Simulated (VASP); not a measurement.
# BP (zinc blende) (F-43m) in VASP: vibrations by perturbation theory with LDA

Aim: the vibrations by perturbation theory of BP (zinc blende) with LDA.

Everything below comes from runs of VASP 6.6.1. Logs are shortened: lines on timing, memory, paths and dates and some standing lists are left out, and cuts for length are marked.

### 1 The cell of the first run

It takes space group F-43m (No. 216, cubic). Conventional cell: a = 4.489 Å, b = 4.489 Å, c = 4.489 Å, α = 90.00°, β = 90.00°, γ = 90.00°. Within 2.6 Å of B (site symmetry -43m) lie 4 P at 1.94 Å. Within 2.6 Å of P (site symmetry -43m) lie 4 B at 1.94 Å.

### 2 Vibrations by perturbation theory, LDA

INCAR

```
SYSTEM = BP
PREC = Accurate
ENCUT = 520
EDIFF = 1E-8
ISMEAR = 0
SIGMA = 0.01
LREAL = .False.
LASPH = .True.
NELM = 100
ALGO = Normal
ISIF = 2
LWAVE = .False.
LCHARG = .False.
GGA = CA
NBANDS = 11
IBRION = 8
NSW = 1
LEPSILON = .True.
```

KPOINTS

```
regular mesh
0
Gamma
  8 8 8
  0 0 0
```

POSCAR

```
BP
1.0
    0.0000000000      2.2445943935      2.2445943935
    2.2445943935      0.0000000000      2.2445943935
    2.2445943935      2.2445943935      0.0000000000
B P
1 1
Direct
    0.0000000000      0.0000000000      0.0000000000
    0.2500000000      0.2500000000      0.2500000000
```

Potentials or basis: VASP PAW LDA potentials, release 64 (B, P).

Run with:

```
> cat potpaw_LDA.64/B/POTCAR potpaw_LDA.64/P/POTCAR > POTCAR
> mpirun -np 1 vasp_std > vasp.out
```

OUTCAR:

```text
SYSTEM = BP
   PREC = Accurate
   ENCUT = 520
   EDIFF = 1E-8
   ISMEAR = 0
   LREAL = .False.
   LASPH = .True.
   NELM = 100
   ISIF = 2
   GGA = CA
   IBRION = 8
   NSW = 1
   LEPSILON = .True.

 ion  position               nearest neighbor table
   1  0.000  0.000  0.000-   2 1.94   2 1.94   2 1.94   2 1.94
   2  0.250  0.250  0.250-   1 1.94   1 1.94   1 1.94   1 1.94

  LATTYP: Found a face centered cubic cell.
 ALAT       =     4.4891887870

  Lattice vectors:

 A1 = (   0.0000000000,   2.2445943935,   2.2445943935)
 A2 = (   2.2445943935,   0.0000000000,   2.2445943935)
 A3 = (   2.2445943935,   2.2445943935,   0.0000000000)

Analysis of symmetry for initial positions (statically):
=====================================================================
 Subroutine PRICEL returns:
 Original cell was already a primitive cell.

 Routine SETGRP: Setting up the symmetry group for a
 face centered cubic supercell.

 Subroutine GETGRP returns: Found 24 space group operations
 (whereof 24 operations were pure point group operations)
 out of a pool of 48 trial point group operations.

The static configuration has the point symmetry T_d .

Analysis of symmetry for dynamics (positions and initial velocities):
=====================================================================
 Subroutine PRICEL returns:
 Original cell was already a primitive cell.

 Routine SETGRP: Setting up the symmetry group for a
 face centered cubic supercell.

 Subroutine GETGRP returns: Found 24 space group operations
 (whereof 24 operations were pure point group operations)
 out of a pool of 48 trial point group operations.

The dynamic configuration has the point symmetry T_d .

 Subroutine INISYM returns: Found 24 space group operations
 (whereof 24 operations are pure point group operations),
 and found     1 'primitive' translations

----------------------------------------------------------------------------------------

                                     Primitive cell

  volume of cell :      22.6174

  direct lattice vectors                    reciprocal lattice vectors
     0.000000000  2.244594393  2.244594393    -0.222757395  0.222757395  0.222757395
     2.244594393  0.000000000  2.244594393     0.222757395 -0.222757395  0.222757395
     2.244594393  2.244594393  0.000000000     0.222757395  0.222757395 -0.222757395

  length of vectors
     3.174335833  3.174335833  3.174335833     0.385827126  0.385827126  0.385827126

  position of ions in fractional coordinates (direct lattice)
     0.000000000  0.000000000  0.000000000
     0.250000000  0.250000000  0.250000000

  ion indices of the primitive-cell ions
   primitive index   ion index
                 1           1
                 2           2

----------------------------------------------------------------------------------------

 KPOINTS: regular mesh

Automatic generation of k-mesh.
 Grid dimensions read from file:
 generate k-points for:    8    8    8

 Generating k-lattice:

  Cartesian coordinates                     Fractional coordinates (reciprocal lattice)
[... 485 lines left out ...]
  ---------------------------------------------------
  ---------------------------------------------------
  free energy    TOTEN  =        -0.56157428 eV

  energy without entropy =       -0.56157428

------------------------ aborting loop because EDIFF is reached ----------------------------------------

--------------------------------------- Ionic step        2  -------------------------------------------

------------------------ aborting loop because EDIFF is reached ----------------------------------------

--------------------------------------- Ionic step        3  -------------------------------------------

------------------------ aborting loop because EDIFF is reached ----------------------------------------

 PIEZOELECTRIC TENSOR FIELD DIRECTION 3  (e Angst)
 -----------------------------------------------------------------------------
    -0.00032  0.24479  0.00000           ( -0.00000  0.07917  0.00000)
     0.24479 -0.00032  0.00000           (  0.07917 -0.00000  0.00000)
     0.00000  0.00000 -0.00023           (  0.00000  0.00000 -0.00000)

 PIEZOELECTRIC TENSOR FIELD DIRECTION 3  (C/m^2)
 -----------------------------------------------------------------------------
    -0.00023  0.17340  0.00000
     0.17340 -0.00023  0.00000
     0.00000  0.00000 -0.00017

--------------------------------------- Ionic step        4  -------------------------------------------

------------------------ aborting loop because EDIFF is reached ----------------------------------------

[... ionic steps 5 to 6 ...]

--------------------------------------- Ionic step        7  -------------------------------------------

 Free energy of the ion-electron system (eV)
  ---------------------------------------------------
  ---------------------------------------------------
  free energy    TOTEN  =        -0.04120274 eV

  energy without entropy =       -0.04120274

------------------------ aborting loop because EDIFF is reached ----------------------------------------

 INTERNAL STRAIN TENSOR  FOR ION    2  DIRECTION 1   (eV/Angst):
 -----------------------------------------------------------------------------
     0.00611  0.00000  0.00000
     0.00000  0.00019 -7.53259
     0.00000 -7.53259  0.00019

 MACROSCOPIC STATIC DIELECTRIC TENSOR (including local field effects in DFT)
 ------------------------------------------------------
           9.519601     0.000000    -0.000000
          -0.000000     9.519601    -0.000000
           0.000000    -0.000000     9.519601
 ------------------------------------------------------

 PIEZOELECTRIC TENSOR (including local field effects)  for field in x, y, z        (e  Angst)
          XX          YY          ZZ          XY          YZ          ZX
  --------------------------------------------------------------------------------
  x    -0.00000     0.00000    -0.00000     0.00000     0.23890     0.00000
  y     0.00000    -0.00000    -0.00000     0.00000     0.00000     0.23890
  z     0.00000    -0.00000     0.00000     0.23890     0.00000     0.00000

 PIEZOELECTRIC TENSOR (including local field effects)  for field in x, y, z        (C/m^2)
          XX          YY          ZZ          XY          YZ          ZX
  --------------------------------------------------------------------------------
  x    -0.00000     0.00000    -0.00000     0.00000     0.16923     0.00000
  y     0.00000    -0.00000    -0.00000     0.00000     0.00000     0.16923
  z     0.00000    -0.00000     0.00000     0.16923     0.00000     0.00000

 BORN EFFECTIVE CHARGES (including local field effects) (in |e|, cummulative output)
 ---------------------------------------------------------------------------------
 ion    1
    1    -0.62281     0.00000     0.00000
    2     0.00000    -0.62281     0.00000
    3     0.00000     0.00000    -0.62281
 ion    2
    1     0.62281     0.00000    -0.00000
    2    -0.00000     0.62281     0.00000
    3    -0.00000    -0.00000     0.62281

 INTERNAL STRAIN TENSOR FOR ION    2 for displacements in x,y,z  (eV/Angst):
          X           Y           Z          XY          YZ          ZX
  --------------------------------------------------------------------------------
  x     0.00000     0.00000     0.00000     0.00000    -7.53259     0.00000
  y     0.00000     0.00000     0.00000     0.00000     0.00000    -7.53259
  z     0.00000     0.00000     0.00000    -7.53259     0.00000     0.00000

 SECOND DERIVATIVES (NOT SYMMETRIZED)
 ------------------------------------
               1X          1Y          1Z          2X          2Y          2Z
  1X   -19.814293    0.000000    0.000000   19.814293    0.000000    0.000000
  1Y     0.000000  -19.814293    0.000000    0.000000   19.814293    0.000000
  1Z     0.000000    0.000000  -19.814293    0.000000    0.000000   19.814293
  2X    19.823435    0.000000    0.000000  -19.823435    0.000000    0.000000
  2Y     0.000000   19.823435    0.000000    0.000000  -19.823435    0.000000
  2Z     0.000000    0.000000   19.823435    0.000000    0.000000  -19.823435

 Eigenvectors and eigenvalues of the dynamical matrix
 ----------------------------------------------------

   1 f  =   24.583548 THz   154.462987 2PiTHz  820.018892 cm-1   101.669339 meV
             X         Y         Z           dx          dy          dz
      0.000000  0.000000  0.000000     0.000000    0.860919    0.000000
      1.122297  1.122297  1.122297     0.000000   -0.508741    0.000000
[... 21 lines left out ...]
   6 f/i=    0.002483 THz     0.015604 2PiTHz    0.082838 cm-1     0.010271 meV
             X         Y         Z           dx          dy          dz
      0.000000  0.000000  0.000000     0.000000    0.000000   -0.508741
      1.122297  1.122297  1.122297     0.000000    0.000000   -0.860919

--------------------------------------------------------------------------------------------------------

 MACROSCOPIC STATIC DIELECTRIC TENSOR IONIC CONTRIBUTION
 ------------------------------------------------------
           0.156584     0.000000     0.000000
           0.000000     0.156584     0.000000
           0.000000     0.000000     0.156584
 ------------------------------------------------------

 ELASTIC MODULI CONTR FROM IONIC RELAXATION (kBar)
 Direction    XX          YY          ZZ          XY          YZ          ZX
 --------------------------------------------------------------------------------
 XX           0.0000      0.0000      0.0000      0.0000      0.0000      0.0000
 YY           0.0000      0.0000      0.0000      0.0000      0.0000      0.0000
 ZZ           0.0000      0.0000      0.0000      0.0000      0.0000      0.0000
 XY           0.0000      0.0000      0.0000   -214.9634     -0.0000     -0.0000
 YZ           0.0000      0.0000      0.0000     -0.0000   -214.9634     -0.0000
 ZX           0.0000      0.0000      0.0000     -0.0000     -0.0000   -214.9634
 --------------------------------------------------------------------------------

 PIEZOELECTRIC TENSOR IONIC CONTR  for field in x, y, z        (C/m^2)
          XX          YY          ZZ          XY          YZ          ZX
  --------------------------------------------------------------------------------
  x     0.00000     0.00000     0.00000    -0.00000    -0.17263    -0.00000
  y     0.00000     0.00000     0.00000    -0.00000    -0.00000    -0.17263
  z     0.00000     0.00000     0.00000    -0.17263    -0.00000    -0.00000
```

Wall time 68 s (1 thread of Intel Xeon 6975P-C, shared host); peak memory 0.18 GiB.

Results:

| Property | Result |
| --- | --- |
| Electronic dielectric tensor (diagonal) | 9.52 |
| Born charges (mean of the diagonal) | B -0.62; P +0.62 e |
| Highest phonon frequency at Γ, LO-TO splitting left out | 820 cm⁻¹ |

Phonon frequencies in cm⁻¹ (negative: imaginary):
```csv
q point,frequencies
"(0.000, 0.000, 0.000)",0 0 0 820 820 820
```

Electronic dielectric tensor:
```
9.52 0.00 0.00
0.00 9.52 0.00
0.00 0.00 9.52
```

Born effective charge tensors (e):
atom 1, B
```
-0.62  0.00  0.00
 0.00 -0.62  0.00
 0.00  0.00 -0.62
```
atom 2, P
```
0.62 0.00 0.00
0.00 0.62 0.00
0.00 0.00 0.62
```
